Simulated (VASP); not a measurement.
# LuPbBr5 (P4/mmm) in VASP: single point with r2SCAN+rVV10

Aim: the single point of LuPbBr5 with r2SCAN+rVV10.

Everything below comes from runs of VASP 6.6.1. Logs are shortened: lines on timing, memory, paths and dates and some standing lists are left out, and cuts for length are marked.

## 1. The cell of the first run

The structure is tetragonal, space group P4/mmm (No. 123). Conventional cell: a = 4.801 Å, b = 4.801 Å, c = 8.346 Å, α = 90.00°, β = 90.00°, γ = 90.00°. Within 3.8 Å of Lu (site symmetry 4/mmm) lie 8 Br at 2.92 Å. Pb (site symmetry 4/mmm) has 12 Br at 3.39 to 3.48 Å within 4.5 Å. Br (site symmetry 4/mmm) has 4 Pb at 3.39 Å and 8 Br at 3.48 Å and 2 Lu at 4.17 Å within 4.5 Å. Within 3.8 Å of Br (site symmetry 2mm) lie 2 Lu at 2.92 Å and 7 Br at 3.31 to 3.48 Å and 2 Pb at 3.48 Å.

## 2. Single point, r2SCAN+rVV10

POSCAR

```
LuPbBr5
1.0
    4.8007641279      0.0000000000      0.0000000000
    0.0000000000      4.8007641279      0.0000000000
    0.0000000000      0.0000000000      8.3455690681
Lu Pb Br
1 1 5
Direct
    0.0000000000      0.0000000000      0.5000000000
    0.5000000000      0.5000000000      0.0000000000
    0.0000000000      0.0000000000      0.0000000000
    0.5000000000      0.0000000000      0.6982076420
    0.0000000000      0.5000000000      0.6982076420
    0.5000000000      0.0000000000      0.3017923580
    0.0000000000      0.5000000000      0.3017923580
```

INCAR.step1

```
SYSTEM = LuPbBr5
ALGO = Normal
EDIFF = 1E-4
ENCUT = 520
GGA = PE
ISMEAR = -1
LASPH = .True.
LCHARG = .False.
LREAL = .False.
LWAVE = .True.
NBANDS = 46
NELM = 100
PREC = Accurate
SIGMA = 0.03
```

INCAR.step2

```
SYSTEM = LuPbBr5
ALGO = Normal
BPARAM = 11.95
CPARAM = 0.0093
EDIFF = 1E-6
ENCUT = 520
ISIF = 2
ISMEAR = -1
ISTART = 1
IVDW_NL = 2
LASPH = .True.
LCHARG = .False.
LMIXTAU = .True.
LREAL = .False.
LUSE_VDW = .True.
LWAVE = .False.
METAGGA = R2SCAN
NBANDS = 46
NELM = 100
PREC = Accurate
SIGMA = 0.03
```

KPOINTS

```
k-points
0
Gamma
  6 6 4
  0 0 0
```

Potentials or basis: VASP PAW PBE potentials, release 64 (Lu, Pb_d, Br).

Run with:

```bash
$ cat potpaw_PBE.64/Lu/POTCAR potpaw_PBE.64/Pb_d/POTCAR potpaw_PBE.64/Br/POTCAR > POTCAR
$ cp INCAR.step1 INCAR
$ mpirun -np 1 vasp_std > vasp.out
$ cp INCAR.step2 INCAR
$ mpirun -np 1 vasp_std > vasp.out
```

OUTCAR:

```text
SYSTEM = LuPbBr5
   BPARAM = 11.95
   EDIFF = 1E-6
   ENCUT = 520
   ISIF = 2
   ISMEAR = -1
   ISTART = 1
   IVDW_NL = 2
   LASPH = .True.
   LREAL = .False.
   METAGGA = R2SCAN
   NELM = 100
   PREC = Accurate

 ion  position               nearest neighbor table
   1  0.000  0.000  0.500-   4 2.92   5 2.92   6 2.92   7 2.92   5 2.92   7 2.92   4 2.92   6 2.92

   2  0.500  0.500  0.000-   3 3.39   3 3.39   3 3.39   3 3.39
   3  0.000  0.000  0.000-   2 3.39   2 3.39   2 3.39   2 3.39
   4  0.500  0.000  0.698-   1 2.92   1 2.92
   5  0.000  0.500  0.698-   1 2.92   1 2.92
   6  0.500  0.000  0.302-   1 2.92   1 2.92
   7  0.000  0.500  0.302-   1 2.92   1 2.92

  LATTYP: Found a simple tetragonal cell.
 ALAT       =     4.8007641279
 C/A-ratio  =     1.7383834835

  Lattice vectors:

 A1 = (   4.8007641279,   0.0000000000,   0.0000000000)
 A2 = (   0.0000000000,   4.8007641279,   0.0000000000)
 A3 = (   0.0000000000,   0.0000000000,   8.3455690681)

Analysis of symmetry for initial positions (statically):
=====================================================================
 Subroutine PRICEL returns:
 Original cell was already a primitive cell.

 Routine SETGRP: Setting up the symmetry group for a
 simple tetragonal supercell.

 Subroutine GETGRP returns: Found 16 space group operations
 (whereof 16 operations were pure point group operations)
 out of a pool of 16 trial point group operations.

The static configuration has the point symmetry D_4h.

Analysis of symmetry for dynamics (positions and initial velocities):
=====================================================================
 Subroutine PRICEL returns:
 Original cell was already a primitive cell.

 Routine SETGRP: Setting up the symmetry group for a
 simple tetragonal supercell.

 Subroutine GETGRP returns: Found 16 space group operations
 (whereof 16 operations were pure point group operations)
 out of a pool of 16 trial point group operations.

The dynamic configuration has the point symmetry D_4h.

 Subroutine INISYM returns: Found 16 space group operations
 (whereof 16 operations are pure point group operations),
 and found     1 'primitive' translations

----------------------------------------------------------------------------------------

                                     Primitive cell

  volume of cell :     192.3431

  direct lattice vectors                    reciprocal lattice vectors
     4.800764128  0.000000000  0.000000000     0.208300173  0.000000000  0.000000000
     0.000000000  4.800764128  0.000000000     0.000000000  0.208300173  0.000000000
     0.000000000  0.000000000  8.345569068     0.000000000  0.000000000  0.119824064

  length of vectors
     4.800764128  4.800764128  8.345569068     0.208300173  0.208300173  0.119824064

  position of ions in fractional coordinates (direct lattice)
     0.000000000  0.000000000  0.500000000
     0.500000000  0.500000000  0.000000000
     0.000000000  0.000000000  0.000000000
     0.500000000  0.000000000  0.698207642
     0.000000000  0.500000000  0.698207642
     0.500000000  0.000000000  0.301792358
     0.000000000  0.500000000  0.301792358

  ion indices of the primitive-cell ions
   primitive index   ion index
                 1           1
                 2           2
                 3           3
                 4           4
                 5           5
                 6           6
                 7           7

----------------------------------------------------------------------------------------

 KPOINTS: k-points

Automatic generation of k-mesh.
 Grid dimensions read from file:
 generate k-points for:    6    6    4

 Generating k-lattice:

  Cartesian coordinates                     Fractional coordinates (reciprocal lattice)
     0.034716696  0.000000000  0.000000000     0.166666667  0.000000000  0.000000000
     0.000000000  0.034716696  0.000000000     0.000000000  0.166666667  0.000000000
     0.000000000  0.000000000  0.029956016     0.000000000  0.000000000  0.250000000

  Length of vectors
     0.034716696  0.034716696  0.029956016

  Shift w.r.t. Gamma in fractional coordinates (k-lattice)
     0.000000000  0.000000000  0.000000000

 Subroutine IBZKPT returns following result:
 ===========================================

 Found     30 irreducible k-points:

 Following reciprocal coordinates:
            Coordinates               Weight
  0.000000  0.000000  0.000000      1.000000
  0.166667  0.000000  0.000000      4.000000
  0.333333  0.000000  0.000000      4.000000
  0.500000  0.000000  0.000000      2.000000
  0.166667  0.166667  0.000000      4.000000
  0.333333  0.166667  0.000000      8.000000
[... 16 lines left out ...]
  0.333333  0.000000  0.500000      4.000000
  0.500000  0.000000  0.500000      2.000000
 [... further k-points ...]
   k-points           NKPTS =     30   k-points in BZ     NKDIM =     30   number of bands    NBANDS=     46
   number of dos      NEDOS =    301   number of ions     NIONS =      7
   total plane-waves  NPLWV =  82944
   dimension x,y,z NGX =    36 NGY =   36 NGZ =   64
   dimension x,y,z NGXF=    72 NGYF=   72 NGZF=  128
   ions per type =               1   1   5
   NGX,Y,Z   is equivalent  to a cutoff of  12.47, 12.47, 12.75 a.u.
   NGXF,Y,Z  is equivalent  to a cutoff of  24.93, 24.93, 25.50 a.u.
 SYSTEM =  LuPbBr5
   PREC   = accura    normal or accurate (medium, high low for compatibility)
   ISTART =      1    job   : 0-new  1-cont  2-samecut
   ICHARG =      0    charge: 1-file 2-atom 10-const
   ISPIN  =      1    spin polarized calculation?
   LNONCOLLINEAR =      F non collinear calculations
   LSORBIT =      F    spin-orbit coupling
   LASPH  =      T    aspherical Exc in radial PAW
   ENCUT  =  520.0 eV  38.22 Ry    6.18 a.u.   8.93  8.93 15.52*2*pi/ulx,y,z
   NELM   =    100;   NELMIN=  2; NELMDL=  0     # of ELM steps
   EDIFF  = 0.1E-05   stopping-criterion for ELM
   LREAL  =      F    real-space projection
   EDIFFG = 0.1E-04   stopping-criterion for IOM
   NSW    =      0    number of steps for IOM
   IBRION =     -1    ionic relax: 0-MD 1-quasi-New 2-CG
   NFREE  =      0    steps in history (QN), initial steepest desc. (CG)
   ISIF   =      2    stress and relaxation
   ISYM   =      2    0-nonsym 1-usesym 2-fastsym
   POTIM  = 0.5000    time-step for ionic-motion
   TEBEG  =    0.0;   TEEND  =   0.0 temperature during run
   PSTRESS=    0.0 pullay stress
   NELECT =      74.0000    total number of electrons
   NUPDOWN=      -1.0000    fix difference up-down
   EMIN   =  10.00;   EMAX   =-10.00  energy-range for DOS
   EFERMI =   0.00;   METHOD = LEGACY
   ISMEAR =    -1;   SIGMA  =   0.03  broadening in eV -4-tet -1-fermi 0-gaus
   EFERMI_NEDOS =   21; number of points for ismear=-14 and -15
   IALGO  =     38    algorithm
   IMIX   =      4    mixing-type and parameters
     AMIX     =   0.40;   BMIX     =  1.00
     AMIX_MAG =   1.60;   BMIX_MAG =  1.00
  volume/ion in A,a.u.               =      27.48       185.43
  Fermi-wavevector in a.u.,A,eV,Ry     =   1.190675  2.250049 19.289069  1.417707
  Thomas-Fermi vector in A             =   2.326754
   LORBIT       =      0    0 simple, 1 ext, 2 COOP (PROOUT), +10 PAW based schemes
   METAGGA = R2SCAN    functional components
   LHFCALC =     F    Hartree Fock is set to
   AEXX    =    0.0000 exact exchange contribution
   IVDW_NL    =     2    kernel type
   BPARAM     =11.9500
   IVDW    =     0    specifies the selected vdW correction
   LEPSILON=     F    determine dielectric tensor
   LRPA    =     F    only Hartree local field effects (RPA)
 non-spin polarized calculation
  energy-cutoff  :      520.00
  volume of cell :      192.34
 maximum number of plane-waves:      5216
 NGX is ok and might be reduce to    36
   NGX = 17   NGY = 17   NGZ = 31

 number of electron      73.9999983 magnetization

 Free energy of the ion-electron system (eV)
  ---------------------------------------------------
  ext. energy  EPLUGINS =         0.00000000
  ---------------------------------------------------
  free energy    TOTEN  =      -168.27271562 eV

  energy without entropy =     -168.27271562  energy(sigma->0) =     -168.27271562

 E-fermi :   3.0559     XC(G=0):  -9.9603

 val. band max:        2.4056895968   @ k =   0.5000   0.5000   0.5000
 cond. band min:       4.1879023123   @ k =   0.5000   0.0000   0.0000
 fundamental gap:      1.7822127156
 Fermi energy:         3.0559341268

 k-point     1 :       0.0000    0.0000    0.0000
  band No.  band energies     occupation
      1     -55.5323      2.00000
      2     -25.5225      2.00000
      3     -25.4870      2.00000
      4     -25.4870      2.00000
      5     -15.4116      2.00000
      6     -15.4001      2.00000
[... 38 lines left out ...]
     45       8.1468      0.00000
     46       8.2180      0.00000

 k-point     2 :       0.1667    0.0000    0.0000
  band No.  band energies     occupation
      1     -55.5323      2.00000
      2     -25.5215      2.00000
      3     -25.4912      2.00000
      4     -25.4869      2.00000
      5     -15.4097      2.00000
      6     -15.3993      2.00000
[... 38 lines left out ...]
     45       8.1773      0.00000
     46       8.4782      0.00000

 k-point     3 :       0.3333    0.0000    0.0000
  band No.  band energies     occupation
      1     -55.5323      2.00000
      2     -25.5197      2.00000
      3     -25.4994      2.00000
      4     -25.4867      2.00000
      5     -15.4062      2.00000
      6     -15.4041      2.00000
[... 38 lines left out ...]
     45       8.2405      0.00000
     46       8.7131      0.00000

 k-point     4 :       0.5000    0.0000    0.0000
  band No.  band energies     occupation
      1     -55.5323      2.00000
      2     -25.5187      2.00000
      3     -25.5035      2.00000
      4     -25.4865      2.00000
      5     -15.4065      2.00000
      6     -15.4045      2.00000
[... 920 lines left out ...]
     45       8.5479      0.00000
     46       8.7649      0.00000

 k-point    23 :       0.3333    0.0000    0.5000
  band No.  band energies     occupation
      1     -55.5323      2.00000
      2     -25.5197      2.00000
      3     -25.4994      2.00000
      4     -25.4867      2.00000
      5     -15.4061      2.00000
      6     -15.4045      2.00000
[... 38 lines left out ...]
     45       8.5423      0.00000
     46       8.8251      0.00000

 k-point    24 :       0.5000    0.0000    0.5000
  band No.  band energies     occupation
      1     -55.5323      2.00000
      2     -25.5187      2.00000
      3     -25.5035      2.00000
      4     -25.4865      2.00000
      5     -15.4070      2.00000
      6     -15.4045      2.00000
[... 38 lines left out ...]
     45       8.5457      0.00000
     46       9.1192      0.00000

 [... further k-points ...]

------------------------ aborting loop because EDIFF is reached ----------------------------------------

  FORCE on cell =-STRESS in cart. coord.  units (eV):
  Direction    XX          YY          ZZ          XY          YZ          ZX
  --------------------------------------------------------------------------------------
  -------------------------------------------------------------------------------------
  Total        0.2305714      0.2305714      0.2595038      0.0000000      0.0000000     -0.0000000
  in kB        1.9206108      1.9206108      2.1616117      0.0000000      0.0000000     -0.0000000
  external PRESSURE =       2.0009445 kB  Pullay stress =       0.0000000 kB

 VOLUME and BASIS-vectors are now :
 -----------------------------------------------------------------------------
  energy-cutoff  :      520.00
  volume of cell :      192.34
      direct lattice vectors                 reciprocal lattice vectors
     4.800764128  0.000000000  0.000000000     0.208300173  0.000000000  0.000000000
     0.000000000  4.800764128  0.000000000     0.000000000  0.208300173  0.000000000
     0.000000000  0.000000000  8.345569068     0.000000000  0.000000000  0.119824064

 POSITION                                       TOTAL-FORCE (eV/Angst)
 -----------------------------------------------------------------------------------
      0.00000      0.00000      4.17278         0.000000     -0.000000      0.000000
      2.40038      2.40038      0.00000         0.000000     -0.000000      0.000000
      0.00000      0.00000      0.00000         0.000000     -0.000000      0.000000
      2.40038      0.00000      5.82694         0.000000     -0.000000      0.019221
      0.00000      2.40038      5.82694         0.000000     -0.000000      0.019221
      2.40038      0.00000      2.51863        -0.000000      0.000000     -0.019221
      0.00000      2.40038      2.51863        -0.000000      0.000000     -0.019221
 -----------------------------------------------------------------------------------
    total drift:                                0.000000      0.000000      0.000000

  FREE ENERGIE OF THE ION-ELECTRON SYSTEM (eV)
  ---------------------------------------------------
  free  energy   TOTEN  =      -168.2727156229 eV

  energy  without entropy=     -168.2727156229  energy(sigma->0) =     -168.27271562
```

It took 8.9 min on 1 thread of Intel Xeon Platinum 8488C (Sapphire Rapids), shared host; peak memory 0.77 GiB.

What came out:

```yaml
Free_energy: -168.2727 eV
Pressure: 0.2 GPa
Largest_force: 0.019 eV/Å
Band_gap_on_the_k_mesh: 1.78 eV (least direct gap 1.85 eV)
```

Forces in eV/Å, atoms in the order of the input:
```
Lu   0.000  0.000  0.000
Pb   0.000  0.000  0.000
Br   0.000  0.000  0.000
Br   0.000  0.000  0.019
Br   0.000  0.000  0.019
Br   0.000  0.000 -0.019
Br   0.000  0.000 -0.019
```

Levels at points of the mesh, in eV from the valence-band top:
```csv
k point,band 34,band 35,band 36,band 37,band 38,band 39,band 40,band 41
"(0.00, 0.00, 0.00)",-0.98,-0.85,-0.85,-0.52,2.81,2.89,3.49,3.78
"(0.50, 0.00, 0.00)",-1.82,-1.43,-1.15,-0.15,1.78,2.21,3.44,3.53
"(0.50, 0.50, 0.00)",-0.83,-0.52,-0.26,0.00,3.00,3.43,3.89,4.00
"(0.00, 0.00, 0.50)",-0.95,-0.95,-0.92,-0.92,1.98,3.50,3.50,3.91
"(0.50, 0.00, 0.50)",-1.66,-1.56,-0.88,-0.62,2.52,2.61,3.05,3.67
"(0.50, 0.50, 0.50)",-0.70,-0.53,-0.26,0.00,1.85,3.77,4.13,4.13
```

Caveat: the PAW data sets were made with another functional, which shifts forces and pressure a little; spin-orbit coupling is left out, which moves the levels of the heavy elements. A k mesh can miss the band edges.
